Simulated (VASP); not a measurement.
# WAu (F-43m) in VASP: a series of runs

WAu is run at these levels: PBE-based screened hybrid with 25 % exact exchange, LDA; tasks: single point.

Program: VASP 6.6.1. These are calculated values, not measurements. Logs are shortened: lines on timing, memory, paths and dates and some standing lists are left out, and cuts for length are marked.

## (1) The cell of the first run

It takes space group F-43m (No. 216, cubic). Conventional cell: a = 5.769 Å, b = 5.769 Å, c = 5.769 Å, α = 90.00°, β = 90.00°, γ = 90.00°. W (site symmetry -43m) has 4 Au at 2.50 Å within 3.3 Å. Within 3.3 Å of Au (site symmetry -43m) lie 4 W at 2.50 Å.

## (2) Single point, PBE-based screened hybrid with 25 % exact exchange

POSCAR reads:

```
WAu
1.0
    0.0000000000      2.8844773396      2.8844773396
    2.8844773396      0.0000000000      2.8844773396
    2.8844773396      2.8844773396      0.0000000000
W Au
1 1
Direct
    0.0000000000      0.0000000000      0.0000000000
    0.7500000000      0.7500000000      0.7500000000
```

INCAR.step1 reads:

```
PREC = Accurate ; ENCUT = 520
EDIFF = 1E-5 ; ISMEAR = -1
SIGMA = 0.05 ; LREAL = F
LASPH = T ; NELM = 80
ALGO = Normal ; ISIF = 2
LWAVE = T ; LCHARG = F
NBANDS = 20 ; GGA = PE
```

INCAR.step2 reads:

```
PREC = Accurate ; ENCUT = 520
EDIFF = 1E-7 ; ISMEAR = -1
SIGMA = 0.05 ; LREAL = F
LASPH = T ; NELM = 80
ALGO = Normal ; ISIF = 2
LWAVE = F ; LCHARG = F
GGA = PE ; LHFCALC = T
AEXX = 0.25 ; HFSCREEN = 0.3
PRECFOCK = Normal ; NBANDS = 20
ISTART = 1
```

KPOINTS reads:

```
Automatic mesh
0
Gamma
  4 4 4
```

Potentials or basis: VASP PAW PBE potentials, release 64 (W_sv, Au).

Run with:

```console
$ cat potpaw_PBE.64/W_sv/POTCAR potpaw_PBE.64/Au/POTCAR > POTCAR
$ cp INCAR.step1 INCAR
$ mpirun -np 1 vasp_std > vasp.out
$ cp INCAR.step2 INCAR
$ mpirun -np 1 vasp_std > vasp.out
```

OUTCAR:

```text
PREC = Accurate
   ENCUT = 520
   EDIFF = 1E-7
   ISMEAR = -1
   LREAL = F
   LASPH = T
   NELM = 80
   ISIF = 2
   GGA = PE
   LHFCALC = T
   AEXX = 0.25
   HFSCREEN = 0.3
   PRECFOCK = Normal
   ISTART = 1

 ion  position               nearest neighbor table
   1  0.000  0.000  0.000-   2 2.50   2 2.50   2 2.50   2 2.50
   2  0.750  0.750  0.750-   1 2.50   1 2.50   1 2.50   1 2.50

  LATTYP: Found a face centered cubic cell.
 ALAT       =     5.7689546792

  Lattice vectors:

 A1 = (   0.0000000000,   2.8844773396,   2.8844773396)
 A2 = (   2.8844773396,   0.0000000000,   2.8844773396)
 A3 = (   2.8844773396,   2.8844773396,   0.0000000000)

Analysis of symmetry for initial positions (statically):
=====================================================================
 Subroutine PRICEL returns:
 Original cell was already a primitive cell.

 Routine SETGRP: Setting up the symmetry group for a
 face centered cubic supercell.

 Subroutine GETGRP returns: Found 24 space group operations
 (whereof 24 operations were pure point group operations)
 out of a pool of 48 trial point group operations.

The static configuration has the point symmetry T_d .

Analysis of symmetry for dynamics (positions and initial velocities):
=====================================================================
 Subroutine PRICEL returns:
 Original cell was already a primitive cell.

 Routine SETGRP: Setting up the symmetry group for a
 face centered cubic supercell.

 Subroutine GETGRP returns: Found 24 space group operations
 (whereof 24 operations were pure point group operations)
 out of a pool of 48 trial point group operations.

The dynamic configuration has the point symmetry T_d .

 Subroutine INISYM returns: Found 24 space group operations
 (whereof 24 operations are pure point group operations),
 and found     1 'primitive' translations

----------------------------------------------------------------------------------------

                                     Primitive cell

  volume of cell :      47.9989

  direct lattice vectors                    reciprocal lattice vectors
     0.000000000  2.884477340  2.884477340    -0.173341629  0.173341629  0.173341629
     2.884477340  0.000000000  2.884477340     0.173341629 -0.173341629  0.173341629
     2.884477340  2.884477340  0.000000000     0.173341629  0.173341629 -0.173341629

  length of vectors
     4.079266974  4.079266974  4.079266974     0.300236508  0.300236508  0.300236508

  position of ions in fractional coordinates (direct lattice)
     0.000000000  0.000000000  0.000000000
     0.750000000  0.750000000  0.750000000

  ion indices of the primitive-cell ions
   primitive index   ion index
                 1           1
                 2           2

----------------------------------------------------------------------------------------

 KPOINTS: Automatic mesh

Automatic generation of k-mesh.
 Grid dimensions read from file:
 generate k-points for:    4    4    4

 Generating k-lattice:

  Cartesian coordinates                     Fractional coordinates (reciprocal lattice)
    -0.043335407  0.043335407  0.043335407     0.250000000  0.000000000  0.000000000
     0.043335407 -0.043335407  0.043335407     0.000000000  0.250000000  0.000000000
     0.043335407  0.043335407 -0.043335407     0.000000000  0.000000000  0.250000000

  Length of vectors
     0.075059127  0.075059127  0.075059127

  Shift w.r.t. Gamma in fractional coordinates (k-lattice)
     0.000000000  0.000000000  0.000000000

 Subroutine IBZKPT returns following result:
 ===========================================

 Found      8 irreducible k-points:

 Following reciprocal coordinates:
            Coordinates               Weight
  0.000000  0.000000  0.000000      1.000000
  0.250000  0.000000  0.000000      8.000000
  0.500000  0.000000  0.000000      4.000000
  0.250000  0.250000  0.000000      6.000000
  0.500000  0.250000  0.000000     24.000000
 -0.250000  0.250000  0.000000     12.000000
  0.500000  0.500000  0.000000      3.000000
 -0.250000  0.500000  0.250000      6.000000
   k-points           NKPTS =      8   k-points in BZ     NKDIM =     64   number of bands    NBANDS=     20
   number of dos      NEDOS =    301   number of ions     NIONS =      2
   total plane-waves  NPLWV =  27000
   dimension x,y,z NGX =    30 NGY =   30 NGZ =   30
   dimension x,y,z NGXF=    60 NGYF=   60 NGZF=   60
   ions per type =               1   1
   NGX,Y,Z   is equivalent  to a cutoff of  12.23, 12.23, 12.23 a.u.
   NGXF,Y,Z  is equivalent  to a cutoff of  24.45, 24.45, 24.45 a.u.
 SYSTEM =  unknown system
   PREC   = accura    normal or accurate (medium, high low for compatibility)
   ISTART =      1    job   : 0-new  1-cont  2-samecut
   ICHARG =      0    charge: 1-file 2-atom 10-const
   ISPIN  =      1    spin polarized calculation?
   LNONCOLLINEAR =      F non collinear calculations
   LSORBIT =      F    spin-orbit coupling
   LASPH  =      T    aspherical Exc in radial PAW
   ENCUT  =  520.0 eV  38.22 Ry    6.18 a.u.   7.58  7.58  7.58*2*pi/ulx,y,z
   NELM   =     80;   NELMIN=  2; NELMDL=  0     # of ELM steps
   EDIFF  = 0.1E-06   stopping-criterion for ELM
   LREAL  =      F    real-space projection
   EDIFFG = 0.1E-05   stopping-criterion for IOM
   NSW    =      0    number of steps for IOM
   IBRION =     -1    ionic relax: 0-MD 1-quasi-New 2-CG
   NFREE  =      0    steps in history (QN), initial steepest desc. (CG)
   ISIF   =      2    stress and relaxation
   ISYM   =      3    0-nonsym 1-usesym 2-fastsym
   POTIM  = 0.5000    time-step for ionic-motion
   TEBEG  =    0.0;   TEEND  =   0.0 temperature during run
   PSTRESS=    0.0 pullay stress
   NELECT =      25.0000    total number of electrons
   NUPDOWN=      -1.0000    fix difference up-down
   EMIN   =  10.00;   EMAX   =-10.00  energy-range for DOS
   EFERMI =   0.00;   METHOD = LEGACY
   ISMEAR =    -1;   SIGMA  =   0.05  broadening in eV -4-tet -1-fermi 0-gaus
   EFERMI_NEDOS =   21; number of points for ismear=-14 and -15
   IALGO  =     38    algorithm
   IMIX   =      1    mixing-type and parameters
     AMIX     =   0.40;   BMIX     =  1.00
     AMIX_MAG =   1.60;   BMIX_MAG =  1.00
  volume/ion in A,a.u.               =      24.00       161.96
  Fermi-wavevector in a.u.,A,eV,Ry     =   1.317178  2.489105 23.605524  1.734957
  Thomas-Fermi vector in A             =   2.447237
   LORBIT       =      0    0 simple, 1 ext, 2 COOP (PROOUT), +10 PAW based schemes
   GGA     = PE    functional components
   LHFCALC =     T    Hartree Fock is set to
   PRECFOCK=normal    Normal, Fast or Accurate (Low or Medium for compatibility)
   ENCUT4O =  -1.0   cutoff for four orbital integrals eV
   NKREDX  =     1    reduce k-point grid by
   NKREDY  =     1    reduce k-point grid by
   NKREDZ  =     1    reduce k-point grid by
   AEXX    =    0.2500 exact exchange contribution
   HFSCREEN=    0.3000 screening length (either q_TF or 0.3 A-1)
   HFSCREENC=   0.3000 screening length for correlation (either q_TF or 0.3 A-1)
   ENCUTFOCK=  -1.0 apply spherical cutoff to Coloumb kernel
   IVDW    =     0    specifies the selected vdW correction
   LEPSILON=     F    determine dielectric tensor
   LRPA    =     F    only Hartree local field effects (RPA)
 non-spin polarized calculation
  energy-cutoff  :      520.00
  volume of cell :       48.00
 maximum number of plane-waves:      1308
  NGX = 24; NGY = 24; NGZ = 24

 number of electron      25.0000000 magnetization

 Free energy of the ion-electron system (eV)
  ---------------------------------------------------
  ext. energy  EPLUGINS =         0.00000000
  ---------------------------------------------------
  free energy    TOTEN  =       -13.25712828 eV

  energy without entropy =      -13.20406887  energy(sigma->0) =      -13.23059857

 E-fermi :   5.6289     XC(G=0):  -9.0635

 val. band max:        5.6277878385   @ k =   0.5000   0.2500   0.0000
 cond. band min:       6.2866348105   @ k =   0.5000   0.5000   0.0000
 fundamental gap:      0.6588469721
 Fermi energy:         5.6288675990

 k-point     1 :       0.0000    0.0000    0.0000
  band No.  band energies     occupation
      1     -72.7289      2.00000
      2     -35.4451      2.00000
      3     -35.4451      2.00000
      4     -35.4451      2.00000
      5      -2.7016      2.00000
      6      -1.0368      2.00000
[... 12 lines left out ...]
     19      17.5463      0.00000
     20      17.5463      0.00000

 k-point     2 :       0.2500    0.0000    0.0000
  band No.  band energies     occupation
      1     -72.7279      2.00000
      2     -35.4639      2.00000
      3     -35.4462      2.00000
      4     -35.4461      2.00000
      5      -1.8088      2.00000
      6      -1.1820      2.00000
[... 12 lines left out ...]
     19      15.8619      0.00000
     20      17.9731      0.00000

 k-point     3 :       0.5000    0.0000    0.0000
  band No.  band energies     occupation
      1     -72.7268      2.00000
      2     -35.4828      2.00000
      3     -35.4471      2.00000
      4     -35.4471      2.00000
      5      -1.4511      2.00000
      6      -0.9825      2.00000
[... 12 lines left out ...]
     19      14.7802      0.00000
     20      18.9910      0.00000

 k-point     4 :       0.2500    0.2500    0.0000
  band No.  band energies     occupation
      1     -72.7275      2.00000
      2     -35.4648      2.00000
      3     -35.4494      2.00000
      4     -35.4494      2.00000
      5      -1.6543      2.00000
      6      -1.2160      2.00000
[... 12 lines left out ...]
     19      15.4138      0.00000
     20      16.2137      0.00000

 k-point     5 :       0.5000    0.2500    0.0000
  band No.  band energies     occupation
      1     -72.7264      2.00000
      2     -35.4781      2.00000
      3     -35.4564      2.00000
      4     -35.4504      2.00000
      5      -1.5198      2.00000
      6      -1.2824      2.00000
[... 12 lines left out ...]
     19      15.8063      0.00000
     20      19.0104      0.00000

 k-point     6 :      -0.2500    0.2500    0.0000
  band No.  band energies     occupation
      1     -72.7268      2.00000
      2     -35.4726      2.00000
      3     -35.4577      2.00000
      4     -35.4471      2.00000
      5      -1.3464      2.00000
      6      -1.3003      2.00000
[... 12 lines left out ...]
     19      15.9579      0.00000
     20      18.4151      0.00000

 k-point     7 :       0.5000    0.5000    0.0000
  band No.  band energies     occupation
      1     -72.7260      2.00000
      2     -35.4853      2.00000
      3     -35.4537      2.00000
      4     -35.4537      2.00000
      5      -1.5507      2.00000
      6      -1.2754      2.00000
[... 12 lines left out ...]
     19      15.8073      0.00000
     20      16.4670      0.00000

 k-point     8 :      -0.2500    0.5000    0.2500
  band No.  band energies     occupation
      1     -72.7260      2.00000
      2     -35.4762      2.00000
      3     -35.4628      2.00000
      4     -35.4532      2.00000
      5      -1.5033      2.00000
      6      -1.4617      2.00000
[... 12 lines left out ...]
     19      18.8129      0.00000
     20      18.9128      0.00000

------------------------ aborting loop because EDIFF is reached ----------------------------------------

  FORCE on cell =-STRESS in cart. coord.  units (eV):
  Direction    XX          YY          ZZ          XY          YZ          ZX
  --------------------------------------------------------------------------------------
  -------------------------------------------------------------------------------------
  Total        0.0004713      0.0004713      0.0004713      0.0000000     -0.0000000      0.0000000
  in kB        0.0157333      0.0157333      0.0157333      0.0000000     -0.0000000      0.0000000
  external PRESSURE =       0.0157333 kB  Pullay stress =       0.0000000 kB

 VOLUME and BASIS-vectors are now :
 -----------------------------------------------------------------------------
  energy-cutoff  :      520.00
  volume of cell :       48.00
      direct lattice vectors                 reciprocal lattice vectors
     0.000000000  2.884477340  2.884477340    -0.173341629  0.173341629  0.173341629
     2.884477340  0.000000000  2.884477340     0.173341629 -0.173341629  0.173341629
     2.884477340  2.884477340  0.000000000     0.173341629  0.173341629 -0.173341629

 POSITION                                       TOTAL-FORCE (eV/Angst)
 -----------------------------------------------------------------------------------
      0.00000      0.00000      0.00000         0.000000      0.000000      0.000000
      4.32672      4.32672      4.32672        -0.000000     -0.000000     -0.000000
 -----------------------------------------------------------------------------------
    total drift:                                0.000004     -0.000002     -0.000001

  FREE ENERGIE OF THE ION-ELECTRON SYSTEM (eV)
  ---------------------------------------------------
  free  energy   TOTEN  =       -13.2571282815 eV

  energy  without entropy=      -13.2040688651  energy(sigma->0) =      -13.23059857
```

Wall time 33 min (1 thread of Intel Xeon 8259CL, shared host); peak memory 0.28 GiB.

What came out:

- Free energy: -13.2571 eV
- Pressure: 0.0 GPa
- Band gap on the k mesh: zero (an odd number of electrons rules out a gap without spin polarisation)

Caveat: the k points lie up to 0.47 Å⁻¹ apart, too coarse for converged energies and pressures of a metal; the PAW data sets were made with another functional, which shifts forces and pressure a little; spin-orbit coupling is left out, which moves the levels of the heavy elements.

## (3) Single point, LDA

This run uses another cell than the first one, of 23.23 Å³/atom.

INCAR reads:

```
SYSTEM = WAu
PREC = Accurate ; ENCUT = 540
EDIFF = 1E-6 ; ISMEAR = -1
SIGMA = 0.05 ; LREAL = .False.
LASPH = .True. ; NELM = 120
ALGO = Normal ; ISIF = 2
LWAVE = .False. ; LCHARG = .False.
GGA = CA ; NBANDS = 24
GGA_COMPAT = .False.
```

KPOINTS reads:

```
regular mesh
0
Gamma
  8 8 8
  0 0 0
```

POSCAR reads:

```
WAu
1.0
    0.0000000000      2.8534173399      2.8534173399
    2.8534173399      0.0000000000      2.8534173399
    2.8534173399      2.8534173399      0.0000000000
W Au
1 1
Direct
    0.0000000000      0.0000000000      0.0000000000
    0.7500000000      0.7500000000      0.7500000000
```

Potentials or basis: VASP PAW LDA potentials, release 64 (W_sv, Au_sv_GW).

Run with:

```console
$ cat potpaw_LDA.64/W_sv/POTCAR potpaw_LDA.64/Au_sv_GW/POTCAR > POTCAR
$ mpirun -np 1 vasp_std > vasp.out
```

OUTCAR:

```text
SYSTEM = WAu
   PREC = Accurate
   ENCUT = 540
   EDIFF = 1E-6
   ISMEAR = -1
   LREAL = .False.
   LASPH = .True.
   NELM = 120
   ISIF = 2
   GGA = CA

 ion  position               nearest neighbor table
   1  0.000  0.000  0.000-   2 2.47   2 2.47   2 2.47   2 2.47
   2  0.750  0.750  0.750-   1 2.47   1 2.47   1 2.47   1 2.47

  LATTYP: Found a face centered cubic cell.
 ALAT       =     5.7068346798

  Lattice vectors:

 A1 = (   0.0000000000,   2.8534173399,   2.8534173399)
 A2 = (   2.8534173399,   0.0000000000,   2.8534173399)
 A3 = (   2.8534173399,   2.8534173399,   0.0000000000)

Analysis of symmetry for initial positions (statically):
=====================================================================
 Subroutine PRICEL returns:
 Original cell was already a primitive cell.

 Routine SETGRP: Setting up the symmetry group for a
 face centered cubic supercell.

 Subroutine GETGRP returns: Found 24 space group operations
 (whereof 24 operations were pure point group operations)
[... 158 lines left out ...]
  ---------------------------------------------------
  free energy    TOTEN  =       -13.82630443 eV

  energy without entropy =      -13.80819676  energy(sigma->0) =      -13.81725060

 E-fermi :   5.7452     XC(G=0): -11.4454

 val. band max:        5.7123089544   @ k =  -0.3750   0.2500   0.1250
 cond. band min:       5.7881127789   @ k =   0.3750   0.2500   0.0000
 fundamental gap:      0.0758038245
 Fermi energy:         5.7452380766

 k-point     1 :       0.0000    0.0000    0.0000
  band No.  band energies     occupation
      1    -101.1736      2.00000
      2     -68.0551      2.00000
      3     -52.7271      2.00000
      4     -52.7271      2.00000
      5     -52.7271      2.00000
      6     -32.5148      2.00000
[... 637 lines left out ...]
     23      15.8018      0.00000
     24      19.0637      0.00000

 [... further k-points ...]

------------------------ aborting loop because EDIFF is reached ----------------------------------------

  FORCE on cell =-STRESS in cart. coord.  units (eV):
  Direction    XX          YY          ZZ          XY          YZ          ZX
  --------------------------------------------------------------------------------------
  -------------------------------------------------------------------------------------
  Total        0.2386293      0.2386293      0.2386293      0.0000000     -0.0000000      0.0000000
  in kB        8.2282703      8.2282703      8.2282703      0.0000000     -0.0000000      0.0000000
  external PRESSURE =       8.2282703 kB  Pullay stress =       0.0000000 kB

 VOLUME and BASIS-vectors are now :
 -----------------------------------------------------------------------------
  energy-cutoff  :      540.00
  volume of cell :       46.46
      direct lattice vectors                 reciprocal lattice vectors
     0.000000000  2.853417340  2.853417340    -0.175228486  0.175228486  0.175228486
     2.853417340  0.000000000  2.853417340     0.175228486 -0.175228486  0.175228486
     2.853417340  2.853417340  0.000000000     0.175228486  0.175228486 -0.175228486

 POSITION                                       TOTAL-FORCE (eV/Angst)
 -----------------------------------------------------------------------------------
      0.00000      0.00000      0.00000        -0.000000     -0.000000     -0.000000
      4.28013      4.28013      4.28013         0.000000      0.000000      0.000000
 -----------------------------------------------------------------------------------
    total drift:                               -0.000000     -0.000000     -0.000000

  FREE ENERGIE OF THE ION-ELECTRON SYSTEM (eV)
  ---------------------------------------------------
  free  energy   TOTEN  =       -13.8263044339 eV

  energy  without entropy=      -13.8081967636  energy(sigma->0) =      -13.81725060
```

Run time: 20 s. Hardware: 1 thread of Intel Xeon Platinum 8488C (Sapphire Rapids), shared host; peak memory 0.18 GiB.

What came out:

- Free energy: -13.8263 eV
- Pressure: 0.8 GPa
- Band gap on the k mesh: zero (an odd number of electrons rules out a gap without spin polarisation)

Caveat: spin-orbit coupling is left out, which moves the levels of the heavy elements.

The gap in the log of VASP goes by the Fermi energy; the results here count the filled bands.